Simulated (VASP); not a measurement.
Here is a VASP 6.6.1 calculation.

The input INCAR:

```
ALGO     = Normal         # electronic algorithm
EDIFF    = 1E-6           # SCF threshold, eV
ENCUT    = 520            # plane-wave cutoff, eV
GGA      = PE             # functional
ISIF     = 2              # what is computed and relaxed
ISMEAR   = 0              # smearing method
ISPIN    = 2              # spin polarisation
LASPH    = True           # aspherical terms in the spheres
LCHARG   = False          # write CHGCAR
LORBIT   = 11             # projections on sites
LREAL    = False          # projectors in reciprocal space
LWAVE    = False          # write WAVECAR
MAGMOM   = 0 1 1 1 1 1    # initial moments
NBANDS   = 29             # bands
NELM     = 150            # most SCF steps
PREC     = Accurate       # precision mode
SIGMA    = 0.1            # smearing width, eV
```

Contents of KPOINTS:

```
k-points
0
Gamma
  4 4 4
```

Contents of POSCAR:

```
MgO5
1.0
    0.0000000000      3.3251045200      3.3251045200
    3.3251045200      0.0000000000      3.3251045200
    3.3251045200      3.3251045200      0.0000000000
Mg O
1 5
Direct
    0.0000000000      0.0000000000      0.0000000000
    0.1552574400      0.1552574400      0.1552574400
    0.1552574400      0.1552574400      0.5342276900
    0.1552574400      0.5342276900      0.1552574400
    0.5342276900      0.1552574400      0.1552574400
    0.5000000000      0.5000000000      0.5000000000
```

Potentials or basis: VASP PAW PBE potentials, release 64 (Mg, O).

Launch:

```sh
$ cat potpaw_PBE.64/Mg/POTCAR potpaw_PBE.64/O/POTCAR > POTCAR
$ mpirun -np 1 vasp_std > vasp.out
```

Problem. What does it give for the pressure?

Solution. 21.2 GPa.

Problem. Estimate the band gap on the k mesh.

Solution. Zero (filled and empty bands overlap).

Problem. Estimate the largest force.

Solution. 0.197 eV/Å.

Problem. What does it give for the net moment?

Solution. 0.00 μB per cell.

Forces in eV/Å, atoms in the order of the input:
```
Mg   0.000  0.000  0.000
O   -0.114 -0.114 -0.114
O    0.114  0.114 -0.114
O    0.114 -0.114  0.114
O   -0.114  0.114  0.114
O    0.000  0.000  0.000
```

Caveat: the k points lie up to 0.41 Å⁻¹ apart; semilocal functionals underestimate gaps, so a narrow gap can read as zero.
